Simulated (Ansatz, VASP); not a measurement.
**C: VASP beside Ansatz**

Contents of POSCAR:

```
C
1.0
    0.0000000000      1.9260720000      1.6407280000
    1.9260720000      0.0000000000      1.6407280000
    1.9260720000      1.9260720000      0.0000000000
C
2
Direct
    0.5000000000      0.5000000000      0.5000000000
    0.7500000000      0.7500000000      0.7500000000
```

The input INCAR.step1:

```
ALGO = Normal
EDIFF = 1E-4
ENCUT = 520
GGA = PE
ISMEAR = 0
LASPH = True
LCHARG = False
LREAL = False
LWAVE = True
NBANDS = 11
NELM = 80
PREC = Accurate
SIGMA = 0.05
```

INCAR.step2

```
ALGO = Normal
EDIFF = 1E-6
ENCUT = 520
ISIF = 2
ISMEAR = 0
ISTART = 1
LASPH = True
LCHARG = False
LMIXTAU = True
LREAL = False
LWAVE = False
METAGGA = R2SCAN
NBANDS = 11
NELM = 80
PREC = Accurate
SIGMA = 0.05
```

KPOINTS

```
k-points
0
Gamma
  12 12 12
```

Input for Ansatz:

```yaml
crystal:
  lattice:
    - [0.0, 1.926072, 1.640728]
    - [1.926072, 0.0, 1.640728]
    - [1.926072, 1.926072, 0.0]
  atoms:
    - { symbol: C, position: [0.5, 0.5, 0.5] }
    - { symbol: C, position: [0.75, 0.75, 0.75] }
basis:
  ecutwfc: 500
kpoints:
  mp_grid: { grid: [12, 12, 12] }
hamiltonian:
  xc: r2scan
scf:
  occupations: { method: gaussian, width: 0.05 }
output:
  forces: true
  stress: true
  eigenvalues: true
```

Change from the starting cell: strain +0.080 along x and y, -0.080 along z, atoms carried along.

Alike in both runs: task single point; functional r2SCAN; k mesh 12 × 12 × 12; occupations gaussian, width 0.05 eV; no spin polarisation.

|  | VASP | Ansatz |
| --- | --- | --- |
| version | VASP 6.6.1 | Ansatz 0.2.0 |
| potentials or method | VASP PAW PBE potentials, release 64 (C), cutoff 520 eV | scalar-relativistic, plane waves, PAW |
| valence electrons in the cell | 8 | 8 |

VASP gave:

```
gap on the k mesh at the Fermi level (eV)                     : 0.41
least direct gap on the mesh (eV)                             : 3.17
pressure (GPa)                                                : -27.8
traceless stress, the component that is largest in VASP (GPa) : 80.72
```

Q: What did Ansatz give for the same quantities?

A: gap on the k mesh at the Fermi level (eV): 0.44; least direct gap on the mesh (eV): 3.21; pressure (GPa): -28.7; traceless stress, the component that is largest in VASP (GPa): 80.84.

VASP's potentials were made for PBE, not for r2SCAN. The functional is the same, so the differences come from potentials, cutoffs and numerics.
